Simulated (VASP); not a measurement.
Wanted: the native input for a VASP 6.6.1 run.

```
Task                   : single point
Functional             : PBE
Potentials or basis    : VASP PAW PBE potentials, release 64 (Hg, Te)
Cutoff                 : 520 eV
k mesh                 : 14 × 14 × 14
Occupations            : gaussian, width 0.15 eV
Spin                   : no spin polarisation
Dipole correction      : no
Further INCAR settings : ALGO = Normal; EDIFF = 1e-06; NBANDS = 16
```

The structure of HgTe lies in POSCAR:

```
HgTe
1.0
    0.0000000000      3.0771170000      3.0771170000
    3.0771170000      0.0000000000      3.0771170000
    3.0771170000      3.0771170000      0.0000000000
Hg Te
1 1
Direct
    0.0609336597      0.0609336597     -0.0609336597
    0.5000000000      0.5000000000      0.5000000000
```

This cell differs from its parent crystal: all Hg atoms moved +0.375 Å, as atom 1 along Cartesian [0 0 1].

One way to write it, as run:

INCAR

```
SYSTEM = HgTe
PREC     = Accurate       ! precision mode
ENCUT    = 520            ! plane-wave cutoff, eV
EDIFF    = 1E-6           ! SCF threshold, eV
ISMEAR   = 0              ! smearing method
SIGMA    = 0.15           ! smearing width, eV
LREAL    = .FALSE.        ! projectors in reciprocal space
LASPH    = .TRUE.         ! aspherical terms in the spheres
NELM     = 80             ! most SCF steps
ALGO     = Normal         ! electronic algorithm
ISIF     = 2              ! what is computed and relaxed
LWAVE    = .FALSE.        ! write WAVECAR
LCHARG   = .FALSE.        ! write CHGCAR
GGA      = PE             ! functional
NBANDS   = 16             ! bands
```

KPOINTS

```
Automatic mesh
0
G
  14 14 14
  0 0 0
```

Potentials or basis: VASP PAW PBE potentials, release 64 (Hg, Te).

Run with:

```bash
$ cat potpaw_PBE.64/Hg/POTCAR potpaw_PBE.64/Te/POTCAR > POTCAR
$ mpirun -np 1 vasp_std > vasp.out
```

It gave:

```json
{"Pressure": "2.4 GPa", "Largest force": "1.021 eV/Å", "Band gap on the k mesh": "zero (bands 9 and 10 overlap by 2.22 eV)"}
```

Caveat: the cell differs from its parent crystal (all Hg atoms moved +0.375 Å, as atom 1 along Cartesian [0 0 1]); the stress differs along the axes, from -0 to 8 GPa; spin-orbit coupling is left out, which moves the levels of the heavy elements; forces of over 1 eV/Å act on the atoms, so gaps and moduli don't describe the material at rest.

Run time: 2.9 min on 1 thread of Intel Xeon 8259CL, with other jobs on the host, peak memory 0.36 GiB.
